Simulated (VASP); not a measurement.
# Rb2TcF6 (P-3m1) in VASP: a series of runs

Rb2TcF6 is run at these levels: LDA+U; tasks: single point.

All numbers are computed with VASP 6.6.1; they aren't measurements. Logs are shortened: lines on timing, memory, paths and dates and some standing lists are left out, and cuts for length are marked.

**1. The cell of the first run**

It takes space group P-3m1 (No. 164, trigonal). The conventional cell has a = 5.949 Å, b = 5.949 Å, c = 4.759 Å, α = 90.00°, β = 90.00°, γ = 120.00°. Within 3.8 Å of Rb (site symmetry 3m) lie 12 F at 2.91 to 3.08 Å and 3 Tc at 3.72 Å. Tc (site symmetry -3m) has 6 F at 1.93 Å within 2.6 Å. F (site symmetry m) has 1 Tc at 1.93 Å within 2.6 Å.

**2. Single point, LDA+U, collinear spin, ferromagnetic start**

INCAR reads:

```
ALGO     = Normal         # electronic algorithm
EDIFF    = 1E-6           # SCF threshold, eV
ENCUT    = 520            # plane-wave cutoff, eV
ISIF     = 2              # what is computed and relaxed
ISMEAR   = 0              # smearing method
ISPIN    = 2              # spin polarisation
LASPH    = True           # aspherical terms in the spheres
LCHARG   = False          # write CHGCAR
LDAU     = True           # DFT+U
LDAUJ    = 0 0 0        
LDAUL    = -1 2 -1        # shell
LDAUPRINT= 1            
LDAUTYPE = 2            
LDAUU    = 0 8 0          # U, eV
LMAXMIX  = 4              # l up to which the mixer works
LORBIT   = 11             # projections on sites
LREAL    = False          # projectors in reciprocal space
LWAVE    = False          # write WAVECAR
MAGMOM   = 0 0 3 0 0 0 0 0 0 # initial moments
NBANDS   = 50             # bands
NELM     = 150            # most SCF steps
PREC     = Accurate       # precision mode
SIGMA    = 0.05           # smearing width, eV
```

KPOINTS reads:

```
k-points
0
Gamma
  4 4 4
```

POSCAR reads:

```
Rb2TcF6
1.0
    5.9490027400      0.0000000000      0.0000000000
   -2.9745013700      5.1519875000      0.0000000000
    0.0000000000      0.0000000000      4.7590005000
Rb Tc F
2 1 6
Direct
    0.3333333333      0.6666666667      0.3003000000
    0.6666666667      0.3333333333      0.6997000000
    0.0000000000      0.0000000000      0.0000000000
    0.3137000000      0.1568500000      0.2229000000
    0.8431500000      0.1568500000      0.2229000000
    0.8431500000      0.6863000000      0.2229000000
    0.1568500000      0.3137000000      0.7771000000
    0.1568500000      0.8431500000      0.7771000000
    0.6863000000      0.8431500000      0.7771000000
```

Potentials or basis: VASP PAW LDA potentials, release 64 (Rb_sv, Tc_pv, F).

On the command line:

```bash
> cat potpaw_LDA.64/Rb_sv/POTCAR potpaw_LDA.64/Tc_pv/POTCAR potpaw_LDA.64/F/POTCAR > POTCAR
> mpirun -np 1 vasp_std > vasp.out
```

OUTCAR:

```text
EDIFF = 1E-6
   ENCUT = 520
   ISIF = 2
   ISMEAR = 0
   ISPIN = 2
   LASPH = True
   LORBIT = 11
   LREAL = False
   NELM = 150
   PREC = Accurate

 ion  position               nearest neighbor table
   1  0.333  0.667  0.300-   8 2.91   7 2.91   9 2.91   4 3.00   6 3.00   5 3.00   5 3.00   4 3.00
                             6 3.00   8 3.08   7 3.08   9 3.08   3 3.72   3 3.72   3 3.72   2 3.93
   2  0.667  0.333  0.700-   5 2.91   6 2.91   4 2.91   9 3.00   7 3.00   8 3.00   8 3.00   9 3.00
                             7 3.00   5 3.08   6 3.08   4 3.08   3 3.72   3 3.72   3 3.72   1 3.93
   3  0.000  0.000  0.000-   6 1.93   7 1.93   4 1.93   5 1.93   8 1.93   9 1.93   1 3.72   2 3.72
                             1 3.72   2 3.72   2 3.72   1 3.72
   4  0.314  0.157  0.223-   3 1.93   2 2.91   1 3.00   1 3.00   2 3.08
   5  0.843  0.157  0.223-   3 1.93   2 2.91   1 3.00   1 3.00   2 3.08
   6  0.843  0.686  0.223-   3 1.93   2 2.91   1 3.00   1 3.00   2 3.08
   7  0.157  0.314  0.777-   3 1.93   1 2.91   2 3.00   2 3.00   1 3.08
   8  0.157  0.843  0.777-   3 1.93   1 2.91   2 3.00   2 3.00   1 3.08
   9  0.686  0.843  0.777-   3 1.93   1 2.91   2 3.00   2 3.00   1 3.08

  LATTYP: Found a hexagonal cell.
 ALAT       =     5.9490027400
 C/A-ratio  =     0.7999660965

  Lattice vectors:

 A1 = (   5.9490027400,   0.0000000000,   0.0000000000)
 A2 = (  -2.9745013700,   5.1519875000,   0.0000000000)
 A3 = (   0.0000000000,   0.0000000000,   4.7590005000)

Analysis of symmetry for initial positions (statically):
=====================================================================
 Subroutine PRICEL returns:
 Original cell was already a primitive cell.

 Routine SETGRP: Setting up the symmetry group for a
 hexagonal supercell.

 Subroutine GETGRP returns: Found 12 space group operations
 (whereof 12 operations were pure point group operations)
 out of a pool of 24 trial point group operations.

The static configuration has the point symmetry D_3d.

Analysis of symmetry for dynamics (positions and initial velocities):
=====================================================================
 Subroutine PRICEL returns:
 Original cell was already a primitive cell.

 Routine SETGRP: Setting up the symmetry group for a
 hexagonal supercell.

 Subroutine GETGRP returns: Found 12 space group operations
 (whereof 12 operations were pure point group operations)
 out of a pool of 24 trial point group operations.

The dynamic configuration has the point symmetry D_3d.

Analysis of structural, dynamic, and magnetic symmetry:
=====================================================================
 Subroutine PRICEL returns:
 Original cell was already a primitive cell.

 Routine SETGRP: Setting up the symmetry group for a
 hexagonal supercell.

 Subroutine GETGRP returns: Found 12 space group operations
 (whereof 12 operations were pure point group operations)
 out of a pool of 24 trial point group operations.

The overall configuration has the point symmetry D_3d.

 Subroutine INISYM returns: Found 12 space group operations
 (whereof 12 operations are pure point group operations),
 and found     1 'primitive' translations

----------------------------------------------------------------------------------------

                                     Primitive cell

  volume of cell :     145.8595

  direct lattice vectors                    reciprocal lattice vectors
     5.949002740  0.000000000  0.000000000     0.168095401  0.097049925  0.000000000
    -2.974501370  5.151987500  0.000000000     0.000000000  0.194099850  0.000000000
     0.000000000  0.000000000  4.759000500     0.000000000  0.000000000  0.210128156

  length of vectors
     5.949002740  5.949002740  4.759000500     0.194099850  0.194099850  0.210128156

[... 117 lines left out ...]
 spin polarized calculation
 Gauss-broadening in eV      SIGMA  =   0.05
  energy-cutoff  :      520.00
  volume of cell :      145.86
 maximum number of plane-waves:      3942
 NGX is ok and might be reduce to    48
   NGX = 23   NGY = 23   NGZ = 17

atom =   3  type =  2  l = 2

 onsite density matrix

spin component  1

  0.7715  0.0000 -0.0000 -0.2850  0.0000
  0.0000  0.6139  0.0000  0.0000 -0.2850
 -0.0000  0.0000  0.9866  0.0000 -0.0000
 -0.2850  0.0000  0.0000  0.6139 -0.0000
  0.0000 -0.2850 -0.0000 -0.0000  0.7715

spin component  2

  0.1892  0.0000 -0.0000  0.1086 -0.0000
  0.0000  0.2460 -0.0000  0.0000  0.1086
 -0.0000 -0.0000  0.1000 -0.0000 -0.0000
  0.1086  0.0000 -0.0000  0.2460  0.0000
 -0.0000  0.1086 -0.0000  0.0000  0.1892

 occupancies and eigenvectors

  o =  0.1000  v =  0.0000  0.0000  0.0000  0.0000  0.0000  0.0000  0.0000 -1.0000 -0.0000 -0.0000      0.0000  0.0000  0.0000  0.0000  0.0000  0.0000  0.0000  0.0000  0.0000  0.0000
  o =  0.1053  v =  0.0000  0.0000  0.0000  0.0000  0.0000  0.0000 -0.6111 -0.0000  0.0000  0.7915      0.0000  0.0000  0.0000  0.0000  0.0000  0.0000  0.0000  0.0000  0.0000  0.0000
  o =  0.1053  v =  0.0000  0.0000  0.0000  0.0000  0.0000 -0.7915  0.0000 -0.0000  0.6111 -0.0000      0.0000  0.0000  0.0000  0.0000  0.0000  0.0000  0.0000  0.0000  0.0000  0.0000
  o =  0.3298  v =  0.0000  0.0000  0.0000  0.0000  0.0000  0.0000  0.7915 -0.0000  0.0000  0.6111      0.0000  0.0000  0.0000  0.0000  0.0000  0.0000  0.0000  0.0000  0.0000  0.0000
  o =  0.3298  v =  0.0000  0.0000  0.0000  0.0000  0.0000 -0.6111  0.0000  0.0000 -0.7915  0.0000      0.0000  0.0000  0.0000  0.0000  0.0000  0.0000  0.0000  0.0000  0.0000  0.0000
  o =  0.3970  v =  0.0000  0.7958  0.0000  0.0000  0.6056  0.0000  0.0000  0.0000  0.0000  0.0000      0.0000  0.0000  0.0000  0.0000  0.0000  0.0000  0.0000  0.0000  0.0000  0.0000
  o =  0.3970  v = -0.6056  0.0000 -0.0000 -0.7958  0.0000  0.0000  0.0000  0.0000  0.0000  0.0000      0.0000  0.0000  0.0000  0.0000  0.0000  0.0000  0.0000  0.0000  0.0000  0.0000
  o =  0.9866  v =  0.0000  0.0000 -1.0000  0.0000 -0.0000  0.0000  0.0000  0.0000  0.0000  0.0000      0.0000  0.0000  0.0000  0.0000  0.0000  0.0000  0.0000  0.0000  0.0000  0.0000
  o =  0.9884  v =  0.0000 -0.6056 -0.0000  0.0000  0.7958  0.0000  0.0000  0.0000  0.0000  0.0000      0.0000  0.0000  0.0000  0.0000  0.0000  0.0000  0.0000  0.0000  0.0000  0.0000
  o =  0.9884  v = -0.7958  0.0000  0.0000  0.6056 -0.0000  0.0000  0.0000  0.0000  0.0000  0.0000      0.0000  0.0000  0.0000  0.0000  0.0000  0.0000  0.0000  0.0000  0.0000  0.0000

 number of electron      73.0000018 magnetization       3.0000001

 Free energy of the ion-electron system (eV)
  ---------------------------------------------------
  ext. energy  EPLUGINS =         0.00000000
  ---------------------------------------------------
  free energy    TOTEN  =       -45.18819931 eV

  energy without entropy =      -45.18819931  energy(sigma->0) =      -45.18819931

 E-fermi :  -1.2266     XC(G=0):  -9.8643

 val. band max:       -1.4921484324   @ k =   0.5000   0.0000   0.5000
 cond. band min:       4.0296838711   @ k =   0.5000   0.0000   0.0000
 fundamental gap:      5.5218323035
 Fermi energy:        -1.2265794963

 spin component 1

 k-point     1 :       0.0000    0.0000    0.0000
  band No.  band energies     occupation
      1     -40.8551      1.00000
      2     -40.8551      1.00000
      3     -40.8014      1.00000
      4     -24.3027      1.00000
      5     -24.1713      1.00000
      6     -22.1524      1.00000
[... 652 lines left out ...]
     47       9.1005      0.00000
     48      10.0758      0.00000
 Fermi energy:        -1.2265794963

 spin component 2

 k-point     1 :       0.0000    0.0000    0.0000
  band No.  band energies     occupation
      1     -39.0399      1.00000
      2     -39.0399      1.00000
      3     -38.9317      1.00000
      4     -24.2999      1.00000
      5     -24.1715      1.00000
      6     -22.0658      1.00000
[... 652 lines left out ...]
     47       9.1796      0.00000
     48      10.1876      0.00000
 [bands above 48 left out]

------------------------ aborting loop because EDIFF is reached ----------------------------------------

  FORCE on cell =-STRESS in cart. coord.  units (eV):
  Direction    XX          YY          ZZ          XY          YZ          ZX
  --------------------------------------------------------------------------------------
  -------------------------------------------------------------------------------------
  Total       -0.7381843     -0.7381843     -1.0681323      0.0000000      0.0000000      0.0000000
  in kB       -8.1085032     -8.1085032    -11.7327800      0.0000000      0.0000000      0.0000000
  external PRESSURE =      -9.3165955 kB  Pullay stress =       0.0000000 kB

 VOLUME and BASIS-vectors are now :
 -----------------------------------------------------------------------------
  energy-cutoff  :      520.00
  volume of cell :      145.86
      direct lattice vectors                 reciprocal lattice vectors
     5.949002740  0.000000000  0.000000000     0.168095401  0.097049925  0.000000000
    -2.974501370  5.151987500  0.000000000     0.000000000  0.194099850  0.000000000
     0.000000000  0.000000000  4.759000500     0.000000000  0.000000000  0.210128156

 POSITION                                       TOTAL-FORCE (eV/Angst)
 -----------------------------------------------------------------------------------
     -0.00000      3.43466      1.42913         0.000000     -0.000000      0.006228
      2.97450      1.71733      3.32987        -0.000000     -0.000000     -0.006228
      0.00000      0.00000      0.00000         0.000000     -0.000000      0.000000
      1.39965      0.80809      1.06078         0.267323      0.154339      0.203602
      4.54935      0.80809      1.06078        -0.267323      0.154339      0.203602
      2.97450      3.53581      1.06078         0.000000     -0.308678      0.203602
      0.00000      1.61618      3.69822        -0.000000      0.308678     -0.203602
     -1.57485      4.34390      3.69822         0.267323     -0.154339     -0.203602
      1.57485      4.34390      3.69822        -0.267323     -0.154339     -0.203602
 -----------------------------------------------------------------------------------
    total drift:                                0.000000      0.000000      0.000000

  FREE ENERGIE OF THE ION-ELECTRON SYSTEM (eV)
  ---------------------------------------------------
  free  energy   TOTEN  =       -45.1881993115 eV

  energy  without entropy=      -45.1881993115  energy(sigma->0) =      -45.18819931

 total charge

# of ion       s       p       d       tot
------------------------------------------
    1        1.934   5.342   0.018   7.294
    2        1.934   5.342   0.018   7.294
    3        0.400   6.616   4.674  11.690
    4        1.730   4.340   0.000   6.070
    5        1.730   4.340   0.000   6.070
    6        1.730   4.340   0.000   6.070
    7        1.730   4.340   0.000   6.070
    8        1.730   4.340   0.000   6.070
    9        1.730   4.340   0.000   6.070
--------------------------------------------------
tot         14.648  43.339   4.711  62.698

 magnetization (x)

# of ion       s       p       d       tot
------------------------------------------
    1        0.000  -0.000   0.000  -0.000
    2        0.000  -0.000   0.000  -0.000
    3        0.013   0.023   2.773   2.810
    4       -0.000   0.030   0.000   0.030
    5       -0.000   0.030   0.000   0.030
    6       -0.000   0.030   0.000   0.030
    7       -0.000   0.030   0.000   0.030
    8       -0.000   0.030   0.000   0.030
    9       -0.000   0.030   0.000   0.030
--------------------------------------------------
tot          0.013   0.204   2.774   2.991
```

Run time: 3.8 min. Hardware: 1 thread of Intel Xeon Platinum 8488C (Sapphire Rapids), shared host; peak memory 0.32 GiB.

What came out:

| Property | Result |
| --- | --- |
| Free energy | -45.1882 eV |
| Pressure | -0.9 GPa |
| Largest force | 0.370 eV/Å |
| Band gap on the k mesh | 5.52 eV, indirect (least direct gap 5.54 eV) |
| Net moment | 3.00 μB per cell |
| Site moments | Rb -0.00; Tc +2.81; F +0.03 μB |
| Valence electrons inside the program's atomic spheres | Rb 7.29; Tc 11.69; F 6.07 |

Forces in eV/Å, atoms in the order of the input:
```
Rb   0.000  0.000  0.006
Rb   0.000  0.000 -0.006
Tc   0.000  0.000  0.000
F    0.267  0.154  0.204
F   -0.267  0.154  0.204
F    0.000 -0.309  0.204
F    0.000  0.309 -0.204
F    0.267 -0.154 -0.204
F   -0.267 -0.154 -0.204
```

Levels at points of the mesh, in eV from the valence-band top:
Spin up:
| k point | band 34 | band 35 | band 36 | band 37 | band 38 | band 39 | band 40 | band 41 | band 42 | band 43 |
| --- | --- | --- | --- | --- | --- | --- | --- | --- | --- | --- |
| (0.00, 0.00, 0.00) | -1.13 | -1.08 | -0.50 | -0.17 | -0.17 | 5.87 | 5.87 | 6.37 | 9.61 | 10.11 |
| (0.50, 0.00, 0.00) | -1.26 | -1.16 | -0.48 | -0.21 | -0.04 | 5.52 | 5.88 | 8.40 | 8.61 | 9.86 |
| (0.00, 0.00, 0.50) | -1.11 | -1.11 | -0.34 | -0.34 | -0.19 | 5.77 | 5.77 | 8.68 | 8.72 | 9.23 |
| (0.50, 0.00, 0.50) | -1.28 | -1.10 | -0.49 | -0.19 | 0.00 | 5.54 | 5.80 | 9.11 | 9.41 | 10.11 |
Spin down:
| k point | band 32 | band 33 | band 34 | band 35 | band 36 | band 37 | band 38 | band 39 |
| --- | --- | --- | --- | --- | --- | --- | --- | --- |
| (0.00, 0.00, 0.00) | -1.18 | -1.02 | -1.02 | -0.98 | 5.52 | 5.52 | 5.54 | 6.50 |
| (0.50, 0.00, 0.00) | -1.23 | -1.19 | -1.16 | -1.03 | 5.55 | 5.65 | 5.68 | 6.80 |
| (0.00, 0.00, 0.50) | -1.30 | -1.13 | -1.00 | -1.00 | 5.57 | 5.57 | 5.63 | 7.07 |
| (0.50, 0.00, 0.50) | -1.30 | -1.22 | -1.17 | -1.00 | 5.54 | 5.63 | 5.73 | 6.84 |

Eigenvalues of the final occupation matrices:
| site | spin | trace | eigenvalues |
| --- | --- | --- | --- |
| site 3 d | 1 | 3.76 | 0.40 0.40 0.99 0.99 0.99 |
| site 3 d | 2 | 0.97 | 0.10 0.11 0.11 0.33 0.33 |

**3. Single point, LDA+U, collinear spin, ferromagnetic start**

INCAR reads:

```
PREC     = Accurate       # precision mode
ENCUT    = 520            # plane-wave cutoff, eV
EDIFF    = 1E-7           # SCF threshold, eV
ISMEAR   = 0              # smearing method
SIGMA    = 0.05           # smearing width, eV
LREAL    = False          # projectors in reciprocal space
LASPH    = True           # aspherical terms in the spheres
NELM     = 150            # most SCF steps
ALGO     = Normal         # electronic algorithm
ISIF     = 2              # what is computed and relaxed
LWAVE    = False          # write WAVECAR
LCHARG   = False          # write CHGCAR
ISPIN    = 2              # spin polarisation
MAGMOM   = 0 0 1.96 0.04 0.04 0.04 0.04 0.04 0.04 # initial moments
LORBIT   = 11             # projections on sites
LMAXMIX  = 4              # l up to which the mixer works
LDAU     = True           # DFT+U
LDAUTYPE = 2            
LDAUL    = -1 2 -1        # shell
LDAUU    = 0 8 0          # U, eV
LDAUJ    = 0 0 0        
LDAUPRINT= 1            
NBANDS   = 50             # bands
```

KPOINTS reads:

```
Automatic mesh
0
Gamma
  4 4 4
```

POSCAR is that of step 2.

Potentials or basis: VASP PAW LDA potentials, release 64 (Rb_sv, Tc_pv, F).

On the command line:

```bash
> cat potpaw_LDA.64/Rb_sv/POTCAR potpaw_LDA.64/Tc_pv/POTCAR potpaw_LDA.64/F/POTCAR > POTCAR
> mpirun -np 1 vasp_std > vasp.out
```

It took 3.9 min on 1 thread of Intel Xeon Platinum 8488C (Sapphire Rapids), shared host; peak memory 0.32 GiB.

It converged, with:

```yaml
Free_energy: -45.1882 eV
Pressure: -0.9 GPa
Largest_force: 0.370 eV/Å
Band_gap_on_the_k_mesh: 5.52 eV, indirect (least direct gap 5.54 eV)
Net_moment: 3.00 μB per cell
Site_moments: Rb -0.00; Tc +2.81; F +0.03 μB
Valence_electrons_inside_the_program's_atomic_spheres: Rb 7.29; Tc 11.69; F 6.07
```

Forces on the atoms (eV/Å):
```
Rb   0.000  0.000  0.006
Rb   0.000  0.000 -0.006
Tc   0.000  0.000  0.000
F    0.267  0.154  0.204
F   -0.267  0.154  0.204
F    0.000 -0.309  0.204
F    0.000  0.309 -0.204
F    0.267 -0.154 -0.204
F   -0.267 -0.154 -0.204
```

Stress tensor (GPa, compression positive):
```
-0.82  0.00  0.00
 0.00 -0.82  0.00
 0.00  0.00 -1.18
```

Levels at points of the mesh, in eV from the valence-band top:
Spin up:
```
           k point  band 34  band 35  band 36  band 37  band 38  band 39  band 40  band 41  band 42  band 43
(0.00, 0.00, 0.00)    -1.13    -1.08    -0.50    -0.17    -0.17     5.87     5.87     6.37     9.61    10.11
(0.50, 0.00, 0.00)    -1.26    -1.16    -0.48    -0.21    -0.04     5.52     5.88     8.40     8.61     9.86
(0.00, 0.00, 0.50)    -1.11    -1.11    -0.34    -0.34    -0.19     5.77     5.77     8.68     8.72     9.23
(0.50, 0.00, 0.50)    -1.28    -1.10    -0.49    -0.19     0.00     5.54     5.80     9.11     9.41    10.12
```
Spin down:
```tsv
k point	band 31	band 32	band 33	band 34	band 35	band 36	band 37	band 38	band 39	band 40
(0.00, 0.00, 0.00)	-1.41	-1.18	-1.02	-1.02	-0.98	5.52	5.52	5.54	6.50	7.23
(0.50, 0.00, 0.00)	-1.49	-1.23	-1.19	-1.16	-1.03	5.55	5.65	5.68	6.81	7.24
(0.00, 0.00, 0.50)	-1.30	-1.30	-1.13	-1.00	-1.00	5.57	5.57	5.63	7.07	7.07
(0.50, 0.00, 0.50)	-1.36	-1.30	-1.22	-1.17	-1.00	5.54	5.62	5.73	6.84	7.14
```

Eigenvalues of the final occupation matrices:
```
    site  spin  trace               eigenvalues
site 3 d     1   3.76  0.40 0.40 0.99 0.99 0.99
site 3 d     2   0.97  0.10 0.11 0.11 0.33 0.33
```

A k mesh can miss the band edges. The state reached can hang on the start; a lower one may exist.
